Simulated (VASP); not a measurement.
Wanted: the native input for a VASP 6.6.1 run.

| Item | Value |
| --- | --- |
| Task | relaxation of cell and atoms |
| Functional | PBE |
| Potentials or basis | VASP PAW PBE potentials, release 64 (Ge_d) |
| Cutoff | 600 eV |
| k mesh | 8 × 8 × 8 |
| Occupations | gaussian, width 0.1 eV |
| Spin | no spin polarisation |
| Dipole correction | no |
| Further INCAR settings | ALGO = Normal; EDIFF = 1e-07; IBRION = 2; EDIFFG = -0.04; NSW = 90; ISIF = 3 |

The structure of Ge lies in POSCAR:

```
Ge
1.0
   -1.8658957745      1.8658957745      1.4070195479
    1.8658957745     -1.8658957745      1.4070195479
    1.8658957745      1.8658957745     -1.4070195479
Ge
1
Direct
    0.5000000000      0.5000000000      0.0000000000
```

The cell was built from a structure type or drawn by symmetry, and may not be a known phase.

The input as run:

INCAR

```
PREC = Accurate ; ENCUT = 600
EDIFF = 1E-7 ; ISMEAR = 0
SIGMA = 0.1 ; LREAL = F
LASPH = T ; NELM = 80
ALGO = Normal ; ISIF = 3
LWAVE = F ; LCHARG = F
GGA = PE ; IBRION = 2
NSW = 90 ; EDIFFG = -0.04
```

KPOINTS

```
regular mesh
0
Gamma
  8 8 8
```

Potentials or basis: VASP PAW PBE potentials, release 64 (Ge_d).

Launch:

```sh
$ cat potpaw_PBE.64/Ge_d/POTCAR > POTCAR
$ mpirun -np 1 vasp_std > vasp.out
```

Results of the run:

The relaxed volume is 19.30 Å³/atom and the relaxed cell is a = 2.959 Å, b = 2.959 Å, c = 2.959 Å, α = 103.96°, β = 103.96°, γ = 121.17°. The space group after relaxing (to 0.1 Å) is I4/mmm (No. 139) and the energy gained by relaxing is 12.1 meV/atom. The ionic steps are 8, the pressure after relaxing is 0.0 GPa and the band gap on the k mesh is zero (bands 7 and 8 overlap by 9.52 eV).

Wall time 40 s on 1 thread of Intel(R) Xeon(R) Platinum 8488C (Sapphire Rapids) (shared host), peak memory 0.15 GiB.
